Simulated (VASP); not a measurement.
# Ag (P6_3/mmc) in VASP: notebook, part 2 of 2

VASP 6.6.1. Earlier steps stand in the parts before.

## 3. Relaxation of cell and atoms, PBE

This run uses another cell than the first one, of 18.04 Å³/atom.

File INCAR:

```
SYSTEM = Ag
  PREC = Accurate
  ENCUT = 600
  EDIFF = 1E-6
  ISMEAR = -1
  SIGMA = 0.1
  LREAL = .FALSE.
  LASPH = .TRUE.
  NELM = 100
  ALGO = Normal
  ISIF = 3
  LWAVE = .FALSE.
  LCHARG = .FALSE.
  GGA = PE
  IBRION = 2
  NSW = 80
  EDIFFG = -0.01
```

File KPOINTS:

```
regular mesh
0
G
  13 13 3
  0 0 0
```

File POSCAR:

```
Ag
1.0
    2.8861989086      0.0000000000      0.0000000000
   -1.4430994543      2.4995215753      0.0000000000
    0.0000000000      0.0000000000     10.0000000000
Ag
4
Direct
    0.3333333333      0.6666666667      0.2500000000
    0.6666666667      0.3333333333      0.7500000000
    0.0000000000      0.0000000000      0.0000000000
    0.0000000000      0.0000000000      0.5000000000
```

Potentials or basis: VASP PAW PBE potentials, release 64 (Ag).

Started as:

```sh
$ cat potpaw_PBE.64/Ag/POTCAR > POTCAR
$ mpirun -np 1 vasp_std > vasp.out
```

OUTCAR:

```text
SYSTEM = Ag
   PREC = Accurate
   ENCUT = 600
   EDIFF = 1E-6
   ISMEAR = -1
   LREAL = .FALSE.
   LASPH = .TRUE.
   NELM = 100
   ISIF = 3
   GGA = PE
   IBRION = 2
   NSW = 80
   EDIFFG = -0.01

 ion  position               nearest neighbor table
   1  0.333  0.667  0.250-   3 3.00   4 3.00   3 3.00   4 3.00   3 3.00   4 3.00
   2  0.667  0.333  0.750-   3 3.00   4 3.00   3 3.00   4 3.00   3 3.00   4 3.00
   3  0.000  0.000  0.000-   1 3.00   2 3.00   2 3.00   1 3.00   2 3.00   1 3.00
   4  0.000  0.000  0.500-   1 3.00   2 3.00   2 3.00   1 3.00   2 3.00   1 3.00

  LATTYP: Found a hexagonal cell.
 ALAT       =     2.8861989086
 C/A-ratio  =     3.4647646668

  Lattice vectors:

 A1 = (   2.8861989086,   0.0000000000,   0.0000000000)
 A2 = (  -1.4430994543,   2.4995215753,   0.0000000000)
 A3 = (   0.0000000000,   0.0000000000,  10.0000000000)

Analysis of symmetry for initial positions (statically):
=====================================================================
 Subroutine PRICEL returns:
 Original cell was already a primitive cell.

 Routine SETGRP: Setting up the symmetry group for a
 hexagonal supercell.

 Subroutine GETGRP returns: Found 24 space group operations
 (whereof 12 operations were pure point group operations)
 out of a pool of 24 trial point group operations.

The static configuration has the point symmetry D_3d.
 The point group associated with its full space group is D_6h.

Analysis of symmetry for dynamics (positions and initial velocities):
=====================================================================
 Subroutine PRICEL returns:
 Original cell was already a primitive cell.

 Routine SETGRP: Setting up the symmetry group for a
 hexagonal supercell.

 Subroutine GETGRP returns: Found 24 space group operations
 (whereof 12 operations were pure point group operations)
 out of a pool of 24 trial point group operations.

The dynamic configuration has the point symmetry D_3d.
 The point group associated with its full space group is D_6h.

 Subroutine INISYM returns: Found 24 space group operations
 (whereof 12 operations are pure point group operations),
 and found     1 'primitive' translations

----------------------------------------------------------------------------------------

                                     Primitive cell

  volume of cell :      72.1412

  direct lattice vectors                    reciprocal lattice vectors
     2.886198909  0.000000000  0.000000000     0.346476467  0.200038281  0.000000000
    -1.443099454  2.499521575  0.000000000     0.000000000  0.400076563  0.000000000
     0.000000000  0.000000000 10.000000000     0.000000000  0.000000000  0.100000000

  length of vectors
     2.886198909  2.886198909 10.000000000     0.400076563  0.400076563  0.100000000

  position of ions in fractional coordinates (direct lattice)
     0.333333333  0.666666667  0.250000000
     0.666666667  0.333333333  0.750000000
     0.000000000  0.000000000  0.000000000
     0.000000000  0.000000000  0.500000000

  ion indices of the primitive-cell ions
   primitive index   ion index
                 1           1
                 2           2
                 3           3
[... 35 lines left out ...]
  0.384615 -0.000000  0.000000      6.000000
[... 16 lines left out ...]
  0.076923  0.000000  0.333333     12.000000
  0.153846  0.000000  0.333333     12.000000
 [... further k-points ...]
   k-points           NKPTS =     42   k-points in BZ     NKDIM =     42   number of bands    NBANDS=     26
   number of dos      NEDOS =    301   number of ions     NIONS =      4
   total plane-waves  NPLWV =  46080
   dimension x,y,z NGX =    24 NGY =   24 NGZ =   80
   dimension x,y,z NGXF=    48 NGYF=   48 NGZF=  160
   ions per type =               4
   NGX,Y,Z   is equivalent  to a cutoff of  13.82, 13.82, 13.30 a.u.
   NGXF,Y,Z  is equivalent  to a cutoff of  27.65, 27.65, 26.60 a.u.
 SYSTEM =  Ag
   PREC   = accura    normal or accurate (medium, high low for compatibility)
   ISTART =      0    job   : 0-new  1-cont  2-samecut
   ICHARG =      2    charge: 1-file 2-atom 10-const
   ISPIN  =      1    spin polarized calculation?
   LNONCOLLINEAR =      F non collinear calculations
   LSORBIT =      F    spin-orbit coupling
   LASPH  =      T    aspherical Exc in radial PAW
   ENCUT  =  600.0 eV  44.10 Ry    6.64 a.u.   5.76  5.76 19.97*2*pi/ulx,y,z
   NELM   =    100;   NELMIN=  2; NELMDL= -5     # of ELM steps
   EDIFF  = 0.1E-05   stopping-criterion for ELM
   LREAL  =      F    real-space projection
   EDIFFG = -.1E-01   stopping-criterion for IOM
   NSW    =     80    number of steps for IOM
   IBRION =      2    ionic relax: 0-MD 1-quasi-New 2-CG
   NFREE  =      1    steps in history (QN), initial steepest desc. (CG)
   ISIF   =      3    stress and relaxation
   ISYM   =      2    0-nonsym 1-usesym 2-fastsym
   POTIM  = 0.5000    time-step for ionic-motion
   TEBEG  =    0.0;   TEEND  =   0.0 temperature during run
   PSTRESS=    0.0 pullay stress
   NELECT =      44.0000    total number of electrons
   NUPDOWN=      -1.0000    fix difference up-down
   EMIN   =  10.00;   EMAX   =-10.00  energy-range for DOS
   EFERMI =   0.00;   METHOD = LEGACY
   ISMEAR =    -1;   SIGMA  =   0.10  broadening in eV -4-tet -1-fermi 0-gaus
   EFERMI_NEDOS =   21; number of points for ismear=-14 and -15
   IALGO  =     38    algorithm
   IMIX   =      4    mixing-type and parameters
     AMIX     =   0.40;   BMIX     =  1.00
     AMIX_MAG =   1.60;   BMIX_MAG =  1.00
  volume/ion in A,a.u.               =      18.04       121.71
  Fermi-wavevector in a.u.,A,eV,Ry     =   1.388347  2.623595 26.225328  1.927507
  Thomas-Fermi vector in A             =   2.512482
   LORBIT       =      0    0 simple, 1 ext, 2 COOP (PROOUT), +10 PAW based schemes
   GGA     = PE    functional components
   LHFCALC =     F    Hartree Fock is set to
   AEXX    =    0.0000 exact exchange contribution
   IVDW    =     0    specifies the selected vdW correction
   LEPSILON=     F    determine dielectric tensor
   LRPA    =     F    only Hartree local field effects (RPA)
 conjugate gradient relaxation of ions
 non-spin polarized calculation
  energy-cutoff  :      600.00
  volume of cell :       72.14
 maximum number of plane-waves:      2420
 NGX is ok and might be reduce to    24
   NGX = 11   NGY = 11   NGZ = 39

--------------------------------------- Ionic step        1  -------------------------------------------

 number of electron      43.9999999 magnetization

 Free energy of the ion-electron system (eV)
  ---------------------------------------------------
  ext. energy  EPLUGINS =         0.00000000
  ---------------------------------------------------
  free energy    TOTEN  =       -10.85039829 eV

  energy without entropy =      -10.81432514  energy(sigma->0) =      -10.83236172

------------------------ aborting loop because EDIFF is reached ----------------------------------------

  FORCE on cell =-STRESS in cart. coord.  units (eV):
  Direction    XX          YY          ZZ          XY          YZ          ZX
  --------------------------------------------------------------------------------------
  -------------------------------------------------------------------------------------
  Total        0.3300226      0.3300226     -1.6182143      0.0000000      0.0000000      0.0000000
  in kB        7.3294457      7.3294457    -35.9387909      0.0000000      0.0000000      0.0000000
  external PRESSURE =      -7.0932999 kB  Pullay stress =       0.0000000 kB
[... 253 lines left out ...]
--------------------------------------- Ionic step        8  -------------------------------------------

 number of electron      44.0000008 magnetization

 Free energy of the ion-electron system (eV)
  ---------------------------------------------------
  ext. energy  EPLUGINS =         0.00000000
  ---------------------------------------------------
  free energy    TOTEN  =       -10.88296016 eV

  energy without entropy =      -10.84393237  energy(sigma->0) =      -10.86344626

 E-fermi :   7.9923     XC(G=0): -11.9504

 val. band max:        7.9253910248   @ k =   0.0769   0.0000   0.0000
 cond. band min:       8.0235392532   @ k =   0.2308   0.2308   0.0000
 fundamental gap:      0.0981482284
 Fermi energy:         7.9923338400

 k-point     1 :       0.0000    0.0000    0.0000
  band No.  band energies     occupation
      1       0.3839      2.00000
      2       1.6780      2.00000
      3       1.6792      2.00000
      4       1.6918      2.00000
      5       3.1289      2.00000
      6       3.1741      2.00000
[... 685 lines left out ...]
     25      12.9466      0.00000
     26      15.7596      0.00000

 [... further k-points ...]

------------------------ aborting loop because EDIFF is reached ----------------------------------------

  FORCE on cell =-STRESS in cart. coord.  units (eV):
  Direction    XX          YY          ZZ          XY          YZ          ZX
  --------------------------------------------------------------------------------------
  -------------------------------------------------------------------------------------
  Total        0.0162846      0.0162846     -0.0196164      0.0000000      0.0000000      0.0000000
  in kB        0.3661573      0.3661573     -0.4410711      0.0000000      0.0000000      0.0000000
  external PRESSURE =       0.0970812 kB  Pullay stress =       0.0000000 kB
[... 19 lines left out ...]
  FREE ENERGIE OF THE ION-ELECTRON SYSTEM (eV)
  ---------------------------------------------------
  free  energy   TOTEN  =       -10.8829601559 eV

  energy  without entropy=      -10.8439323654  energy(sigma->0) =      -10.86344626

 reached required accuracy - stopping structural energy minimisation
```

OSZICAR:

```text
N       E                     dE             d eps       ncg     rms          rms(c)
DAV:   1     0.313644592817E+03    0.31364E+03   -0.25063E+04  2192   0.187E+03
DAV:   2    -0.453478173878E+01   -0.31818E+03   -0.30651E+03  2260   0.384E+02
[... 58 lines left out ...]
   7 F= -.10882956E+02 E0= -.10863445E+02  d E =-.278560E-04
       N       E                     dE             d eps       ncg     rms          rms(c)
DAV:   1    -0.108831055574E+02   -0.14930E-03   -0.26230E-03  2202   0.448E-01    0.783E-02
DAV:   2    -0.108829701948E+02    0.13536E-03   -0.46838E-04  2206   0.191E-01    0.250E-02
DAV:   3    -0.108829646889E+02    0.55059E-05   -0.80464E-06  2224   0.198E-02    0.173E-02
DAV:   4    -0.108829601449E+02    0.45440E-05   -0.23614E-06  1758   0.125E-02    0.170E-03
DAV:   5    -0.108829601559E+02   -0.11024E-07   -0.38964E-07  1118   0.520E-03
   8 F= -.10882960E+02 E0= -.10863446E+02  d E =-.318151E-04
```

It took 3.7 min on 1 thread of Intel Xeon Platinum 8488C (Sapphire Rapids), shared host; peak memory 0.25 GiB.

What came out:

```
Free energy                           : -10.8830 eV
Relaxed volume                        : 17.81 Å³/atom
Relaxed cell                          : a = 2.919 Å, b = 2.919 Å, c = 9.657 Å, α = 90.00°, β = 90.00°, γ = 120.00°
Space group after relaxing (to 0.1 Å) : P6_3/mmc (No. 194)
Energy gained by relaxing             : 8.1 meV/atom
Ionic steps                           : 8
Pressure after relaxing               : 0.0 GPa
Band gap on the k mesh                : zero (bands 22 and 23 overlap by 6.47 eV)
```

Step by step:
```
step  energy change (eV)  largest force (eV/Å)  pressure (GPa)  volume (Å³)
   1              0.0000                0.0000           -0.71        72.14
   2             -0.0250                0.0000            0.06        71.30
   3             -0.0306                0.0000            0.77        70.70
   4             -0.0322                0.0000           -0.39        71.58
   5             -0.0325                0.0000           -0.01        71.31
   6             -0.0325                0.0000           -0.09        71.34
   7             -0.0326                0.0000            0.10        71.22
   8             -0.0326                0.0000            0.01        71.26
```

Final structure:
```
Ag
1.0
     2.91895    0.00000    0.00000
    -1.45948    2.52789    0.00000
     0.00000    0.00000    9.65684
Ag
4
Direct
  0.33333 0.66667 0.25000
  0.66667 0.33333 0.75000
  0.00000 0.00000 0.00000
  0.00000 0.00000 0.50000
```

Levels at points of the mesh, in eV from the Fermi level:
```csv
k point,band 19,band 20,band 21,band 22,band 23,band 24,band 25,band 26
"(0.00, 0.00, 0.00)",-3.71,-3.54,-3.54,-3.18,-3.18,-0.53,3.04,10.38
```

The gap in the log of VASP goes by the Fermi energy; the results here count the filled bands.